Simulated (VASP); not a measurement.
# AgCl (I4/mmm) in VASP: notebook

Runs on AgCl. Level: PBE. Tasks: single point.

Everything below comes from runs of VASP 6.6.1. Logs are shortened: lines on timing, memory, paths and dates and some standing lists are left out, and cuts for length are marked.

## Step 1: The cell of the first run

It takes space group I4/mmm (No. 139, tetragonal). The conventional cell has a = 3.862 Å, b = 3.862 Å, c = 5.612 Å, α = 90.00°, β = 90.00°, γ = 90.00°. Ag (site symmetry 4/mmm) has 6 Cl at 2.73 to 2.81 Å within 3.6 Å. Within 3.6 Å of Cl (site symmetry 4/mmm) lie 6 Ag at 2.73 to 2.81 Å.

## Step 2: Single point, PBE

Contents of INCAR:

```
PREC = Accurate
ENCUT = 520
EDIFF = 1E-7
ISMEAR = 0
SIGMA = 0.05
LREAL = F
LASPH = T
NELM = 80
ALGO = Normal
ISIF = 2
LWAVE = F
LCHARG = F
GGA = PE
NBANDS = 16
```

Contents of KPOINTS:

```
regular mesh
0
Gamma
  8 8 8
```

Contents of POSCAR:

```
AgCl
1.0
    0.0000000000      2.7311020407      2.8060228508
    2.7311020407      0.0000000000      2.8060228508
    2.7311020407      2.7311020407      0.0000000000
Ag Cl
1 1
Direct
    0.5000000000      0.5000000000      0.5000000000
    0.0000000000      0.0000000000      0.0000000000
```

Potentials or basis: VASP PAW PBE potentials, release 64 (Ag, Cl).

Launch:

```bash
> cat potpaw_PBE.64/Ag/POTCAR potpaw_PBE.64/Cl/POTCAR > POTCAR
> mpirun -np 1 vasp_std > vasp.out
```

OUTCAR:

```text
PREC = Accurate
   ENCUT = 520
   EDIFF = 1E-7
   ISMEAR = 0
   LREAL = F
   LASPH = T
   NELM = 80
   ISIF = 2
   GGA = PE

 ion  position               nearest neighbor table
   1  0.500  0.500  0.500-   2 2.73   2 2.73   2 2.73   2 2.73   2 2.81   2 2.81
   2  0.000  0.000  0.000-   1 2.73   1 2.73   1 2.73   1 2.73   1 2.81   1 2.81

  LATTYP: Found a body centered tetragonal cell.
 ALAT       =     3.8623615462
 C/A-ratio  =     1.4530089000

  Lattice vectors:

 A1 = (  -2.7311020407,   0.0000000000,   2.8060228508)
 A2 = (   2.7311020407,   0.0000000000,   2.8060228508)
 A3 = (   0.0000000000,   2.7311020407,  -2.8060228508)

Analysis of symmetry for initial positions (statically):
=====================================================================
 Subroutine PRICEL returns:
 Original cell was already a primitive cell.

 Routine SETGRP: Setting up the symmetry group for a
 body centered tetragonal supercell.

 Subroutine GETGRP returns: Found 16 space group operations
 (whereof 16 operations were pure point group operations)
 out of a pool of 16 trial point group operations.

The static configuration has the point symmetry D_4h.

Analysis of symmetry for dynamics (positions and initial velocities):
=====================================================================
 Subroutine PRICEL returns:
 Original cell was already a primitive cell.

 Routine SETGRP: Setting up the symmetry group for a
 body centered tetragonal supercell.

 Subroutine GETGRP returns: Found 16 space group operations
 (whereof 16 operations were pure point group operations)
 out of a pool of 16 trial point group operations.

The dynamic configuration has the point symmetry D_4h.

 Subroutine INISYM returns: Found 16 space group operations
 (whereof 16 operations are pure point group operations),
 and found     1 'primitive' translations

----------------------------------------------------------------------------------------

                                     Primitive cell

  volume of cell :      41.8598

  direct lattice vectors                    reciprocal lattice vectors
     0.000000000  2.731102041  2.806022851    -0.183076279  0.183076279  0.178188143
     2.731102041  0.000000000  2.806022851     0.183076279 -0.183076279  0.178188143
     2.731102041  2.731102041  0.000000000     0.183076279  0.183076279 -0.178188143

  length of vectors
     3.915696949  3.915696949  3.862361546     0.314300592  0.314300592  0.314300592

[... 75 lines left out ...]
   LNONCOLLINEAR =      F non collinear calculations
   LSORBIT =      F    spin-orbit coupling
   LASPH  =      T    aspherical Exc in radial PAW
   ENCUT  =  520.0 eV  38.22 Ry    6.18 a.u.   7.28  7.28  7.18*2*pi/ulx,y,z
   NELM   =     80;   NELMIN=  2; NELMDL= -5     # of ELM steps
   EDIFF  = 0.1E-06   stopping-criterion for ELM
   LREAL  =      F    real-space projection
   EDIFFG = 0.1E-05   stopping-criterion for IOM
   NSW    =      0    number of steps for IOM
   IBRION =     -1    ionic relax: 0-MD 1-quasi-New 2-CG
   NFREE  =      0    steps in history (QN), initial steepest desc. (CG)
   ISIF   =      2    stress and relaxation
   ISYM   =      2    0-nonsym 1-usesym 2-fastsym
   POTIM  = 0.5000    time-step for ionic-motion
   TEBEG  =    0.0;   TEEND  =   0.0 temperature during run
   PSTRESS=    0.0 pullay stress
   NELECT =      18.0000    total number of electrons
   NUPDOWN=      -1.0000    fix difference up-down
   EMIN   =  10.00;   EMAX   =-10.00  energy-range for DOS
   EFERMI =   0.00;   METHOD = LEGACY
   ISMEAR =     0;   SIGMA  =   0.05  broadening in eV -4-tet -1-fermi 0-gaus
   EFERMI_NEDOS =   21; number of points for ismear=-14 and -15
   IALGO  =     38    algorithm
   IMIX   =      4    mixing-type and parameters
     AMIX     =   0.40;   BMIX     =  1.00
     AMIX_MAG =   1.60;   BMIX_MAG =  1.00
  volume/ion in A,a.u.               =      20.93       141.24
  Fermi-wavevector in a.u.,A,eV,Ry     =   1.235663  2.335064 20.774227  1.526863
  Thomas-Fermi vector in A             =   2.370303
   LORBIT       =      0    0 simple, 1 ext, 2 COOP (PROOUT), +10 PAW based schemes
   GGA     = PE    functional components
   LHFCALC =     F    Hartree Fock is set to
   AEXX    =    0.0000 exact exchange contribution
   IVDW    =     0    specifies the selected vdW correction
   LEPSILON=     F    determine dielectric tensor
   LRPA    =     F    only Hartree local field effects (RPA)
 non-spin polarized calculation
 Gauss-broadening in eV      SIGMA  =   0.05
  energy-cutoff  :      520.00
  volume of cell :       41.86
 maximum number of plane-waves:      1142
 NGX is ok and might be reduce to    30
   NGX = 15   NGY = 15   NGZ = 15

 number of electron      18.0000005 magnetization

 Free energy of the ion-electron system (eV)
  ---------------------------------------------------
  ext. energy  EPLUGINS =         0.00000000
  ---------------------------------------------------
  free energy    TOTEN  =        -5.38240857 eV

  energy without entropy =       -5.38240857  energy(sigma->0) =       -5.38240857

 E-fermi :   4.4356     XC(G=0): -10.0630

 val. band max:        4.1476531269   @ k =   0.5000   0.0000   0.0000
 cond. band min:       4.9689869553   @ k =   0.0000   0.0000   0.0000
 fundamental gap:      0.8213338284
 Fermi energy:         4.4355928863

 k-point     1 :       0.0000    0.0000    0.0000
  band No.  band energies     occupation
      1     -11.2217      2.00000
      2       1.4937      2.00000
      3       1.5621      2.00000
      4       1.5621      2.00000
      5       1.5776      2.00000
      6       1.5836      2.00000
[... 433 lines left out ...]
      3      -0.0213      2.00000
      4       0.1861      2.00000
      5       1.7154      2.00000
      6       1.8931      2.00000
[... 8 lines left out ...]
     15      17.8647      0.00000
     16      18.1650      0.00000

 [... further k-points ...]
[... 5 lines left out ...]
  --------------------------------------------------------------------------------------
  -------------------------------------------------------------------------------------
  Total        0.7321054      0.7321054      0.5163126      0.0000000      0.0000000      0.0000000
  in kB       28.0212253     28.0212253     19.7617902      0.0000000      0.0000000      0.0000000
  external PRESSURE =      25.2680802 kB  Pullay stress =       0.0000000 kB

 VOLUME and BASIS-vectors are now :
 -----------------------------------------------------------------------------
  energy-cutoff  :      520.00
  volume of cell :       41.86
      direct lattice vectors                 reciprocal lattice vectors
     0.000000000  2.731102041  2.806022851    -0.183076279  0.183076279  0.178188143
     2.731102041  0.000000000  2.806022851     0.183076279 -0.183076279  0.178188143
     2.731102041  2.731102041  0.000000000     0.183076279  0.183076279 -0.178188143

 POSITION                                       TOTAL-FORCE (eV/Angst)
 -----------------------------------------------------------------------------------
      2.73110      2.73110      2.80602         0.000000      0.000000     -0.000000
      0.00000      0.00000      0.00000         0.000000     -0.000000      0.000000
 -----------------------------------------------------------------------------------
    total drift:                                0.000000      0.000000      0.000000

  FREE ENERGIE OF THE ION-ELECTRON SYSTEM (eV)
  ---------------------------------------------------
  free  energy   TOTEN  =        -5.3824085654 eV

  energy  without entropy=       -5.3824085654  energy(sigma->0) =       -5.38240857
```

stdout:

```text
POSCAR found type information on POSCAR AgCl
 POSCAR found :  2 types and       2 ions
 scaLAPACK will be used
 LDA part: xc-table for (Slater+PW92), standard interpolation
 POSCAR, INCAR and KPOINTS ok, starting setup
 FFT: planning ... GRIDC
 FFT: planning ... GRID_SOFT
 FFT: planning ... GRID
 WAVECAR not read
 entering main loop
```

Wall time 59 s (1 thread of AMD EPYC 7R43 (Zen 3), shared host); peak memory 0.15 GiB.

Results:

```
Free energy            : -5.3824 eV
Pressure               : 2.5 GPa
Band gap on the k mesh : 0.82 eV, indirect (least direct gap 3.24 eV)
```

Levels at points of the mesh, in eV from the valence-band top:
| k point | band 6 | band 7 | band 8 | band 9 | band 10 | band 11 | band 12 | band 13 |
| --- | --- | --- | --- | --- | --- | --- | --- | --- |
| (0.00, 0.00, 0.00) | -2.56 | -2.52 | -2.52 | -2.44 | 0.82 | 10.71 | 10.79 | 10.79 |
| (0.50, 0.00, 0.00) | -2.22 | -1.90 | -0.18 | 0.00 | 4.10 | 6.56 | 7.42 | 7.69 |
| (0.50, 0.50, 0.00) | -2.39 | -2.10 | -2.10 | -2.01 | 2.29 | 8.02 | 8.42 | 11.66 |
| (0.50, 0.00, 0.50) | -2.36 | -2.11 | -2.09 | -2.00 | 2.26 | 7.86 | 8.69 | 11.24 |

## Step 3: Single point, PBE

This run uses another cell than the first one, of 21.51 Å³/atom, 1.028 times its volume.

INCAR: that of step 2 with these lines changed.

```diff
@@ -7,3 +7,3 @@
 LASPH = T
-NELM = 80
+NELM = 100
 ALGO = Normal
```

KPOINTS is that of step 2.

Contents of POSCAR:

```
AgCl
1.0
    0.0000000000      2.7687027469      2.8060228508
    2.7687027469      0.0000000000      2.8060228508
    2.7687027469      2.7687027469      0.0000000000
Ag Cl
1 1
Direct
    0.5000000000      0.5000000000      0.5000000000
    0.0000000000      0.0000000000      0.0000000000
```

Potentials or basis: VASP PAW PBE potentials, release 64 (Ag, Cl).

Launch:

```bash
> cat potpaw_PBE.64/Ag/POTCAR potpaw_PBE.64/Cl/POTCAR > POTCAR
> mpirun -np 1 vasp_std > vasp.out
```

Wall time 63 s (1 thread of AMD EPYC 7R43 (Zen 3), shared host); peak memory 0.15 GiB.

The run converged. Its results:

| Property | Result |
| --- | --- |
| Free energy | -5.3971 eV |
| Pressure | 1.1 GPa |
| Band gap on the k mesh | 0.87 eV, indirect (least direct gap 3.15 eV) |

Stress tensor (GPa, compression positive):
```
1.16 0.00 0.00
0.00 1.16 0.00
0.00 0.00 0.87
```

Levels at points of the mesh, in eV from the valence-band top:
| k point | band 6 | band 7 | band 8 | band 9 | band 10 | band 11 | band 12 | band 13 |
| --- | --- | --- | --- | --- | --- | --- | --- | --- |
| (0.00, 0.00, 0.00) | -2.41 | -2.34 | -2.34 | -2.30 | 0.87 | 10.79 | 10.83 | 10.83 |
| (0.50, 0.00, 0.00) | -2.09 | -1.78 | -0.08 | 0.00 | 4.23 | 6.45 | 7.58 | 7.71 |
| (0.50, 0.50, 0.00) | -2.23 | -1.97 | -1.97 | -1.90 | 2.36 | 8.05 | 8.47 | 11.49 |
| (0.50, 0.00, 0.50) | -2.22 | -1.98 | -1.97 | -1.89 | 2.35 | 7.97 | 8.61 | 11.29 |

A k mesh can miss the band edges. A hybrid or GW would open this gap; PBE tends to underestimate it.

## Step 4: Single point, PBE

This run uses another cell than the first one, of 22.69 Å³/atom, 1.084 times its volume.

Contents of INCAR:

```
SYSTEM = AgCl
PREC = Accurate
ENCUT = 520
EDIFF = 1E-6
ISMEAR = 0
SIGMA = 0.05
LREAL = .False.
LASPH = .True.
NELM = 80
ALGO = Normal
ISIF = 2
LWAVE = .False.
LCHARG = .True.
GGA = PE
LELF = .True.
LVHAR = .True.
NBANDS = 16
```

Contents of KPOINTS:

```
regular mesh
0
Gamma
  8 8 8
  0 0 0
```

Contents of POSCAR:

```
AgCl
1.0
    0.0000000000      2.8433429547      2.8060228508
    2.8433429547      0.0000000000      2.8060228508
    2.8433429547      2.8433429547      0.0000000000
Ag Cl
1 1
Direct
    0.5000000000      0.5000000000      0.5000000000
    0.0000000000      0.0000000000      0.0000000000
```

Launch:

```bash
> cat potpaw_PBE.64/Ag/POTCAR potpaw_PBE.64/Cl/POTCAR > POTCAR
> mpirun -np 1 vasp_std > vasp.out
```

It took 56 s on 1 thread of AMD EPYC 7R43 (Zen 3), shared host; peak memory 0.15 GiB.

Results (log left out):

```
Free energy            : -5.3967 eV
Pressure               : -1.1 GPa
Band gap on the k mesh : 0.90 eV, indirect (least direct gap 2.99 eV)
```

Stress tensor (GPa, compression positive):
```
-1.18  0.00  0.00
 0.00 -1.18  0.00
 0.00  0.00 -1.07
```

Levels at points of the mesh, in eV from the valence-band top:
```tsv
k point	band 6	band 7	band 8	band 9	band 10	band 11	band 12	band 13
(0.00, 0.00, 0.00)	-2.21	-2.14	-2.10	-2.10	0.90	10.83	10.83	10.87
(0.50, 0.00, 0.00)	-1.93	-1.65	-0.08	0.00	4.37	6.17	7.68	7.80
(0.50, 0.50, 0.00)	-2.04	-1.83	-1.83	-1.78	2.44	8.03	8.49	11.10
(0.50, 0.00, 0.50)	-2.05	-1.83	-1.83	-1.78	2.44	8.10	8.36	11.10
```

## Step 5: Single point, PBE

This run uses another cell than the first one, of 23.29 Å³/atom, 1.113 times its volume.

Contents of INCAR:

```
PREC = Accurate
ENCUT = 520
EDIFF = 1E-6
ISMEAR = 0
SIGMA = 0.05
LREAL = False
LASPH = True
NELM = 80
ALGO = Normal
ISIF = 2
LWAVE = False
LCHARG = False
GGA = PE
NBANDS = 16
```

Contents of KPOINTS:

```
regular mesh
0
Gamma
  8 8 8
```

Contents of POSCAR:

```
AgCl
1.0
    0.0000000000      2.8809436609      2.8060228508
    2.8809436609      0.0000000000      2.8060228508
    2.8809436609      2.8809436609      0.0000000000
Ag Cl
1 1
Direct
    0.5000000000      0.5000000000      0.5000000000
    0.0000000000      0.0000000000      0.0000000000
```

Launch:

```bash
> cat potpaw_PBE.64/Ag/POTCAR potpaw_PBE.64/Cl/POTCAR > POTCAR
> mpirun -np 1 vasp_std > vasp.out
```

Run time: 49 s. Hardware: 1 thread of AMD EPYC 7R43 (Zen 3), shared host; peak memory 0.16 GiB.

It converged, with:

- Free energy: -5.3851 eV
- Pressure: -2.0 GPa
- Band gap on the k mesh: 0.88 eV, indirect (least direct gap 2.89 eV)

Stress tensor (GPa, compression positive):
```
-2.02  0.00  0.00
 0.00 -2.02  0.00
 0.00  0.00 -1.94
```

Levels at points of the mesh, in eV from the valence-band top:
```
           k point  band 6  band 7  band 8  band 9  band 10  band 11  band 12  band 13
(0.00, 0.00, 0.00)   -2.15   -2.10   -2.01   -2.01     0.88    10.79    10.79    10.88
(0.50, 0.00, 0.00)   -1.89   -1.62   -0.14    0.00     4.40     6.01     7.63     7.87
(0.50, 0.50, 0.00)   -1.98   -1.81   -1.81   -1.76     2.44     7.98     8.46    10.87
(0.50, 0.00, 0.50)   -2.01   -1.81   -1.80   -1.77     2.45     8.13     8.20    10.89
```

## Step 6: Summary

```tsv
cell	gap on the mesh (eV)	pressure (GPa)
a = 3.916, b = 3.916, c = 3.862 Å, angles 60.4, 60.4, 59.1°, 2 atoms	0.82	2.5
a = 3.942, b = 3.942, c = 3.916 Å, angles 60.2, 60.2, 59.6°, 2 atoms	0.87	1.1
a = 3.995, b = 3.995, c = 4.021 Å, angles 59.8, 59.8, 60.4°, 2 atoms	0.90	-1.1
a = 4.022, b = 4.022, c = 4.074 Å, angles 59.6, 59.6, 60.9°, 2 atoms	0.88	-2.0
```

Alike in all rows: task single point; level PBE; potentials or basis VASP PAW PBE potentials, release 64 (Ag, Cl); no spin polarisation; k mesh 8 × 8 × 8; cutoff (eV) 520; smearing gaussian 0.05 eV.

Absolute energies hang on the potentials; compare differences alone.
